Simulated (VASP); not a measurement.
# HfC in VASP: a series of runs, part 2 of 2

VASP 6.6.1. The steps go on from the part before.

### 4 Single point, PBE (equal xy, yz and zx shear strains of +3 %)

Contents of INCAR:

```
ALGO     = Normal         # electronic algorithm
EDIFF    = 1E-6           # SCF threshold, eV
ENCUT    = 520            # plane-wave cutoff, eV
GGA      = PE             # functional
ISIF     = 2              # what is computed and relaxed
ISMEAR   = -1             # smearing method
LASPH    = T              # aspherical terms in the spheres
LCHARG   = F              # write CHGCAR
LREAL    = F              # projectors in reciprocal space
LWAVE    = F              # write WAVECAR
NBANDS   = 14             # bands
NELM     = 60             # most SCF steps
PREC     = Accurate       # precision mode
SIGMA    = 0.05           # smearing width, eV
```

Contents of KPOINTS:

```
k-points
0
Gamma
  15 15 15
```

Contents of POSCAR:

```
HfC
1.0
    0.0697500000      2.3598750000      2.3598750000
    2.3598750000      0.0697500000      2.3598750000
    2.3598750000      2.3598750000      0.0697500000
Hf C
1 1
Direct
    0.5000000000      0.5000000000      0.5000000000
    0.0000000000      0.0000000000      0.0000000000
```

Potentials or basis: VASP PAW PBE potentials, release 64 (Hf_pv, C).

Run with:

```console
$ cat potpaw_PBE.64/Hf_pv/POTCAR potpaw_PBE.64/C/POTCAR > POTCAR
$ mpirun -np 1 vasp_std > vasp.out
```

OUTCAR:

```text
EDIFF = 1E-6
   ENCUT = 520
   GGA = PE
   ISIF = 2
   ISMEAR = -1
   LASPH = T
   LREAL = F
   NELM = 60
   PREC = Accurate

 ion  position               nearest neighbor table
   1  0.500  0.500  0.500-   2 2.33   2 2.33   2 2.33   2 2.33   2 2.33   2 2.33
   2  0.000  0.000  0.000-   1 2.33   1 2.33   1 2.33   1 2.33   1 2.33   1 2.33

  LATTYP: Found a trigonal (rhomboedric) cell.
 ALAT       =     3.3380960282
 COS(alpha) =     0.5293254421
[... 595 lines left out ...]

 [... further k-points ...]

------------------------ aborting loop because EDIFF is reached ----------------------------------------

  FORCE on cell =-STRESS in cart. coord.  units (eV):
  Direction    XX          YY          ZZ          XY          YZ          ZX
  --------------------------------------------------------------------------------------
  -------------------------------------------------------------------------------------
  Total       -0.0460408     -0.0460408     -0.0460408     -0.8348217     -0.8348217     -0.8348217
  in kB       -2.9366025     -2.9366025     -2.9366025    -53.2470742    -53.2470742    -53.2470742
  external PRESSURE =      -2.9366025 kB  Pullay stress =       0.0000000 kB

 VOLUME and BASIS-vectors are now :
 -----------------------------------------------------------------------------
  energy-cutoff  :      520.00
  volume of cell :       25.12
      direct lattice vectors                 reciprocal lattice vectors
     0.069750000  2.359875000  2.359875000    -0.221508238  0.215149150  0.215149150
     2.359875000  0.069750000  2.359875000     0.215149150 -0.221508238  0.215149150
     2.359875000  2.359875000  0.069750000     0.215149150  0.215149150 -0.221508238

 POSITION                                       TOTAL-FORCE (eV/Angst)
 -----------------------------------------------------------------------------------
      2.39475      2.39475      2.39475         0.000000      0.000000      0.000000
      0.00000      0.00000      0.00000         0.000000     -0.000000     -0.000000
 -----------------------------------------------------------------------------------
    total drift:                                0.000000      0.000000      0.000000

  FREE ENERGIE OF THE ION-ELECTRON SYSTEM (eV)
  ---------------------------------------------------
  free  energy   TOTEN  =       -21.0099039440 eV

  energy  without entropy=      -21.0076435667  energy(sigma->0) =      -21.00877376
```

OSZICAR:

```text
N       E                     dE             d eps       ncg     rms          rms(c)
DAV:   1     0.235715529546E+02    0.23572E+02   -0.77632E+03  9648   0.982E+02
DAV:   2    -0.226149080484E+02   -0.46186E+02   -0.43265E+02 12406   0.202E+02
DAV:   3    -0.241779830177E+02   -0.15631E+01   -0.15577E+01 11650   0.269E+01
DAV:   4    -0.241849785070E+02   -0.69955E-02   -0.69950E-02 11234   0.222E+00
DAV:   5    -0.241850222487E+02   -0.43742E-04   -0.43741E-04 11744   0.159E-01    0.568E+01
DAV:   6    -0.210816298077E+02    0.31034E+01   -0.12076E+01 10538   0.182E+01    0.410E+01
DAV:   7    -0.210257771515E+02    0.55853E-01   -0.56848E-01 12158   0.524E+00    0.247E+01
DAV:   8    -0.210163719470E+02    0.94052E-02   -0.71333E-02 11606   0.216E+00    0.627E+00
DAV:   9    -0.210101647502E+02    0.62072E-02   -0.21834E-02 11252   0.880E-01    0.208E+00
DAV:  10    -0.210099072900E+02    0.25746E-03   -0.13436E-03 11874   0.271E-01    0.549E-02
DAV:  11    -0.210099042179E+02    0.30720E-05   -0.72618E-05 11426   0.712E-02    0.247E-02
DAV:  12    -0.210099039440E+02    0.27394E-06   -0.24893E-06 12170   0.138E-02
   1 F= -.21009904E+02 E0= -.21008774E+02  d E =-.226038E-02
```

stdout:

```text
POSCAR found type information on POSCAR HfC
 POSCAR found :  2 types and       2 ions
 scaLAPACK will be used
 LDA part: xc-table for (Slater+PW92), standard interpolation
 POSCAR, INCAR and KPOINTS ok, starting setup
 FFT: planning ... GRIDC
 FFT: planning ... GRID_SOFT
 FFT: planning ... GRID
 WAVECAR not read
 entering main loop
```

Wall time 51 s (1 thread of Intel Xeon 6975P-C (Granite Rapids), shared host); peak memory 0.26 GiB.

Results:

```yaml
Free_energy: -21.0099 eV
Pressure: -0.3 GPa
Band_gap_on_the_k_mesh: zero (band 7 reaches 7.07 eV, above the bottom of band 8 at 5.68 eV)
```

Levels at points of the mesh, in eV from the Fermi level:
```csv
k point,band 3,band 4,band 5,band 6,band 7,band 8,band 9,band 10,band 11,band 12
"(0.00, 0.00, 0.00)",-29.56,-12.32,0.79,0.95,1.11,1.11,1.58,1.58,3.42,3.42
```

Caveat: the cell differs from its parent crystal (equal xy, yz and zx shear strains of +3 %); spin-orbit coupling is left out, which moves the levels of the heavy elements.

### 5 Single point, PBE (volume scaled by 0.94)

Contents of INCAR:

```
ALGO = Normal ; EDIFF = 1E-7
ENCUT = 520 ; GGA = PE
ISIF = 2 ; ISMEAR = -1
LASPH = T ; LCHARG = T
LELF = T ; LREAL = F
LVHAR = T ; LWAVE = F
NBANDS = 14 ; NELM = 100
PREC = Accurate ; SIGMA = 0.05
```

KPOINTS is that of step 4.

Contents of POSCAR:

```
HfC
1.0
    0.0000000000      2.2775377028      2.2775377028
    2.2775377028      0.0000000000      2.2775377028
    2.2775377028      2.2775377028      0.0000000000
Hf C
1 1
Direct
    0.5000000000      0.5000000000      0.5000000000
    0.0000000000      0.0000000000      0.0000000000
```

Potentials or basis: VASP PAW PBE potentials, release 64 (Hf_pv, C).

Run with:

```console
$ cat potpaw_PBE.64/Hf_pv/POTCAR potpaw_PBE.64/C/POTCAR > POTCAR
$ mpirun -np 1 vasp_std > vasp.out
```

OUTCAR:

```text
EDIFF = 1E-7
   ENCUT = 520
   GGA = PE
   ISIF = 2
   ISMEAR = -1
   LASPH = T
   LREAL = F
   NELM = 100
   PREC = Accurate

 ion  position               nearest neighbor table
   1  0.500  0.500  0.500-   2 2.28   2 2.28   2 2.28   2 2.28   2 2.28   2 2.28
   2  0.000  0.000  0.000-   1 2.28   1 2.28   1 2.28   1 2.28   1 2.28   1 2.28

  LATTYP: Found a face centered cubic cell.
 ALAT       =     4.5550754056

  Lattice vectors:

 A1 = (   0.0000000000,   2.2775377028,   2.2775377028)
 A2 = (   2.2775377028,   0.0000000000,   2.2775377028)
 A3 = (   2.2775377028,   2.2775377028,   0.0000000000)

Analysis of symmetry for initial positions (statically):
=====================================================================
 Subroutine PRICEL returns:
 Original cell was already a primitive cell.

 Routine SETGRP: Setting up the symmetry group for a
 face centered cubic supercell.

 Subroutine GETGRP returns: Found 48 space group operations
 (whereof 48 operations were pure point group operations)
 out of a pool of 48 trial point group operations.

The static configuration has the point symmetry O_h .

Analysis of symmetry for dynamics (positions and initial velocities):
=====================================================================
 Subroutine PRICEL returns:
 Original cell was already a primitive cell.

 Routine SETGRP: Setting up the symmetry group for a
 face centered cubic supercell.

 Subroutine GETGRP returns: Found 48 space group operations
 (whereof 48 operations were pure point group operations)
 out of a pool of 48 trial point group operations.

The dynamic configuration has the point symmetry O_h .

 Subroutine INISYM returns: Found 48 space group operations
 (whereof 48 operations are pure point group operations),
 and found     1 'primitive' translations

----------------------------------------------------------------------------------------

                                     Primitive cell

  volume of cell :      23.6280

  direct lattice vectors                    reciprocal lattice vectors
     0.000000000  2.277537703  2.277537703    -0.219535334  0.219535334  0.219535334
     2.277537703  0.000000000  2.277537703     0.219535334 -0.219535334  0.219535334
     2.277537703  2.277537703  0.000000000     0.219535334  0.219535334 -0.219535334

  length of vectors
     3.220924708  3.220924708  3.220924708     0.380246352  0.380246352  0.380246352

  position of ions in fractional coordinates (direct lattice)
     0.500000000  0.500000000  0.500000000
     0.000000000  0.000000000  0.000000000

  ion indices of the primitive-cell ions
   primitive index   ion index
                 1           1
                 2           2

----------------------------------------------------------------------------------------

 KPOINTS: k-points

Automatic generation of k-mesh.
 Grid dimensions read from file:
 generate k-points for:   15   15   15

 Generating k-lattice:

  Cartesian coordinates                     Fractional coordinates (reciprocal lattice)
    -0.014635689  0.014635689  0.014635689     0.066666667  0.000000000  0.000000000
[... 39 lines left out ...]
  0.200000  0.133333  0.000000     24.000000
 [... further k-points ...]
   k-points           NKPTS =    120   k-points in BZ     NKDIM =    120   number of bands    NBANDS=     14
   number of dos      NEDOS =    301   number of ions     NIONS =      2
   total plane-waves  NPLWV =  13824
   dimension x,y,z NGX =    24 NGY =   24 NGZ =   24
   dimension x,y,z NGXF=    48 NGYF=   48 NGZF=   48
   ions per type =               1   1
   NGX,Y,Z   is equivalent  to a cutoff of  12.39, 12.39, 12.39 a.u.
   NGXF,Y,Z  is equivalent  to a cutoff of  24.77, 24.77, 24.77 a.u.
 SYSTEM =  unknown system
   PREC   = accura    normal or accurate (medium, high low for compatibility)
   ISTART =      0    job   : 0-new  1-cont  2-samecut
   ICHARG =      2    charge: 1-file 2-atom 10-const
   ISPIN  =      1    spin polarized calculation?
   LNONCOLLINEAR =      F non collinear calculations
   LSORBIT =      F    spin-orbit coupling
   LASPH  =      T    aspherical Exc in radial PAW
   ENCUT  =  520.0 eV  38.22 Ry    6.18 a.u.   5.99  5.99  5.99*2*pi/ulx,y,z
   NELM   =    100;   NELMIN=  2; NELMDL= -5     # of ELM steps
   EDIFF  = 0.1E-06   stopping-criterion for ELM
   LREAL  =      F    real-space projection
   EDIFFG = 0.1E-05   stopping-criterion for IOM
   NSW    =      0    number of steps for IOM
   IBRION =     -1    ionic relax: 0-MD 1-quasi-New 2-CG
   NFREE  =      0    steps in history (QN), initial steepest desc. (CG)
   ISIF   =      2    stress and relaxation
   ISYM   =      2    0-nonsym 1-usesym 2-fastsym
   POTIM  = 0.5000    time-step for ionic-motion
   TEBEG  =    0.0;   TEEND  =   0.0 temperature during run
   PSTRESS=    0.0 pullay stress
   NELECT =      14.0000    total number of electrons
   NUPDOWN=      -1.0000    fix difference up-down
   EMIN   =  10.00;   EMAX   =-10.00  energy-range for DOS
   EFERMI =   0.00;   METHOD = LEGACY
   ISMEAR =    -1;   SIGMA  =   0.05  broadening in eV -4-tet -1-fermi 0-gaus
   EFERMI_NEDOS =   21; number of points for ismear=-14 and -15
   IALGO  =     38    algorithm
   IMIX   =      4    mixing-type and parameters
     AMIX     =   0.40;   BMIX     =  1.00
     AMIX_MAG =   1.60;   BMIX_MAG =  1.00
  volume/ion in A,a.u.               =      11.81        79.72
  Fermi-wavevector in a.u.,A,eV,Ry     =   1.375019  2.598409 25.724214  1.890676
  Thomas-Fermi vector in A             =   2.500393
   LORBIT       =      0    0 simple, 1 ext, 2 COOP (PROOUT), +10 PAW based schemes
   GGA     = PE    functional components
   LHFCALC =     F    Hartree Fock is set to
   AEXX    =    0.0000 exact exchange contribution
   IVDW    =     0    specifies the selected vdW correction
   LEPSILON=     F    determine dielectric tensor
   LRPA    =     F    only Hartree local field effects (RPA)
 non-spin polarized calculation
  energy-cutoff  :      520.00
  volume of cell :       23.63
 maximum number of plane-waves:       650
   NGX = 11   NGY = 11   NGZ = 11

 number of electron      14.0000000 magnetization

 Free energy of the ion-electron system (eV)
  ---------------------------------------------------
  ext. energy  EPLUGINS =         0.00000000
  ---------------------------------------------------
  free energy    TOTEN  =       -20.97566571 eV

  energy without entropy =      -20.97279517  energy(sigma->0) =      -20.97423044

 E-fermi :   6.4054     XC(G=0): -12.5942

 val. band max:        6.3927744781   @ k =   0.4667   0.4667   0.0000
 cond. band min:       6.4074560157   @ k =   0.4000   0.3333   0.0000
 fundamental gap:      0.0146815376
 Fermi energy:         6.4054006429

 k-point     1 :       0.0000    0.0000    0.0000
  band No.  band energies     occupation
      1     -22.8289      2.00000
      2     -22.8289      2.00000
      3     -22.8289      2.00000
      4      -6.1843      2.00000
      5       7.4710      0.00000
      6       7.4710      0.00000
      7       7.4710      0.00000
      8       7.8460      0.00000
      9       7.8460      0.00000
     10       7.8460      0.00000
     11      10.0245      0.00000
     12      10.0245      0.00000
     13      14.0170      0.00000
     14      17.6208      0.00000
[... 377 lines left out ...]
      1     -23.0730      2.00000
      2     -22.9011      2.00000
      3     -22.8920      2.00000
      4      -5.1968      2.00000
      5       3.8268      2.00000
      6       5.6766      2.00000
      7       5.9667      1.99969
      8       7.1727      0.00000
      9      10.1126      0.00000
     10      10.4288      0.00000
     11      11.2509      0.00000
     12      13.2147      0.00000
     13      16.5916      0.00000
     14      20.2854      0.00000

 [... further k-points ...]

------------------------ aborting loop because EDIFF is reached ----------------------------------------

  FORCE on cell =-STRESS in cart. coord.  units (eV):
  Direction    XX          YY          ZZ          XY          YZ          ZX
  --------------------------------------------------------------------------------------
  -------------------------------------------------------------------------------------
  Total        2.3888295      2.3888295      2.3888295      0.0000000      0.0000000      0.0000000
  in kB      161.9828404    161.9828404    161.9828404      0.0000000      0.0000000      0.0000000
  external PRESSURE =     161.9828404 kB  Pullay stress =       0.0000000 kB

 VOLUME and BASIS-vectors are now :
 -----------------------------------------------------------------------------
  energy-cutoff  :      520.00
  volume of cell :       23.63
      direct lattice vectors                 reciprocal lattice vectors
     0.000000000  2.277537703  2.277537703    -0.219535334  0.219535334  0.219535334
     2.277537703  0.000000000  2.277537703     0.219535334 -0.219535334  0.219535334
     2.277537703  2.277537703  0.000000000     0.219535334  0.219535334 -0.219535334

 POSITION                                       TOTAL-FORCE (eV/Angst)
 -----------------------------------------------------------------------------------
      2.27754      2.27754      2.27754         0.000000      0.000000      0.000000
      0.00000      0.00000      0.00000        -0.000000     -0.000000     -0.000000
 -----------------------------------------------------------------------------------
    total drift:                                0.000000     -0.000000      0.000000

  FREE ENERGIE OF THE ION-ELECTRON SYSTEM (eV)
  ---------------------------------------------------
  free  energy   TOTEN  =       -20.9756657134 eV

  energy  without entropy=      -20.9727951689  energy(sigma->0) =      -20.97423044
```

OSZICAR:

```text
N       E                     dE             d eps       ncg     rms          rms(c)
DAV:   1     0.228897830283E+02    0.22890E+02   -0.78408E+03  3368   0.995E+02
DAV:   2    -0.226266048450E+02   -0.45516E+02   -0.42828E+02  4248   0.202E+02
DAV:   3    -0.240865239358E+02   -0.14599E+01   -0.14548E+01  4086   0.262E+01
DAV:   4    -0.240923043476E+02   -0.57804E-02   -0.57801E-02  3912   0.205E+00
DAV:   5    -0.240923368119E+02   -0.32464E-04   -0.32464E-04  4106   0.137E-01    0.636E+01
DAV:   6    -0.210171497288E+02    0.30752E+01   -0.11502E+01  3756   0.183E+01    0.449E+01
DAV:   7    -0.209868163291E+02    0.30333E-01   -0.52288E-01  4224   0.508E+00    0.250E+01
DAV:   8    -0.209801889387E+02    0.66274E-02   -0.49418E-02  4044   0.175E+00    0.509E+00
DAV:   9    -0.209759541880E+02    0.42348E-02   -0.17345E-02  3810   0.731E-01    0.191E+00
DAV:  10    -0.209756685852E+02    0.28560E-03   -0.11934E-03  4256   0.257E-01    0.516E-02
DAV:  11    -0.209756664817E+02    0.21035E-05   -0.63386E-05  3876   0.685E-02    0.257E-02
DAV:  12    -0.209756659845E+02    0.49726E-06   -0.16731E-06  4308   0.116E-02    0.662E-03
DAV:  13    -0.209756657605E+02    0.22398E-06   -0.14112E-07  2818   0.285E-03    0.263E-03
DAV:  14    -0.209756657134E+02    0.47046E-07   -0.15495E-08  2358   0.107E-03
   1 F= -.20975666E+02 E0= -.20974230E+02  d E =-.287054E-02
```

Run time: 27 s. Hardware: 1 thread of Intel Xeon Platinum 8488C (Sapphire Rapids), shared host; peak memory 0.17 GiB.

Results:

| Property | Result |
| --- | --- |
| Free energy | -20.9757 eV |
| Pressure | 16.2 GPa |
| Band gap on the k mesh | zero (band 7 reaches 7.47 eV, above the bottom of band 8 at 6.01 eV) |

Caveat: spin-orbit coupling is left out, which moves the levels of the heavy elements.

### 6 Single point, PBE (volume scaled by 0.99)

Contents of INCAR:

```
SYSTEM = HfC
PREC     = Accurate       ! precision mode
ENCUT    = 520            ! plane-wave cutoff, eV
EDIFF    = 1E-6           ! SCF threshold, eV
ISMEAR   = -1             ! smearing method
SIGMA    = 0.05           ! smearing width, eV
LREAL    = .FALSE.        ! projectors in reciprocal space
LASPH    = .TRUE.         ! aspherical terms in the spheres
NELM     = 80             ! most SCF steps
ALGO     = Normal         ! electronic algorithm
ISIF     = 2              ! what is computed and relaxed
LWAVE    = .FALSE.        ! write WAVECAR
LCHARG   = .FALSE.        ! write CHGCAR
GGA      = PE             ! functional
NBANDS   = 14             ! bands
```

Contents of KPOINTS:

```
regular mesh
0
G
  15 15 15
  0 0 0
```

Contents of POSCAR:

```
HfC
1.0
    0.0000000000      2.3172240222      2.3172240222
    2.3172240222      0.0000000000      2.3172240222
    2.3172240222      2.3172240222      0.0000000000
Hf C
1 1
Direct
    0.5000000000      0.5000000000      0.5000000000
    0.0000000000      0.0000000000      0.0000000000
```

Potentials or basis: VASP PAW PBE potentials, release 64 (Hf_pv, C).

Run with:

```console
$ cat potpaw_PBE.64/Hf_pv/POTCAR potpaw_PBE.64/C/POTCAR > POTCAR
$ mpirun -np 1 vasp_std > vasp.out
```

It took 22 s on 1 thread of Intel Xeon Platinum 8488C (Sapphire Rapids), shared host; peak memory 0.17 GiB.

It converged, with:

* Free energy: -21.0450 eV
* Pressure: 2.0 GPa
* Band gap on the k mesh: zero (band 7 reaches 7.04 eV, above the bottom of band 8 at 5.60 eV)

Levels at points of the mesh, in eV from the Fermi level:
| k point | band 3 | band 4 | band 5 | band 6 | band 7 | band 8 | band 9 | band 10 | band 11 | band 12 |
| --- | --- | --- | --- | --- | --- | --- | --- | --- | --- | --- |
| (0.00, 0.00, 0.00) | -29.49 | -12.33 | 1.04 | 1.04 | 1.04 | 1.43 | 1.43 | 1.43 | 3.46 | 3.46 |

Caveat: spin-orbit coupling is left out, which moves the levels of the heavy elements.

### 7 The runs side by side

| cell | gap on the mesh (eV) | pressure (GPa) |
| --- | --- | --- |
| a = 3.255 Å, angles 61.3°, 2 atoms | none | -0.4 |
| a = 3.305 Å, angles 59.3°, 2 atoms | none | -0.4 |
| a = 3.338 Å, angles 58.0°, 2 atoms | none | -0.3 |
| a = 3.221 Å, angles 60.0°, 2 atoms | none | 16.2 |
| a = 3.277 Å, angles 60.0°, 2 atoms | none | 2.0 |

Alike in all rows: task single point; level PBE; potentials or basis VASP PAW PBE potentials, release 64 (Hf_pv, C); no spin polarisation; k mesh 15 × 15 × 15; cutoff (eV) 520; smearing fermi-dirac 0.05 eV.

Caveats: spin-orbit coupling is left out, which moves the levels of the heavy elements.

Absolute energies hang on the potentials; compare differences alone.
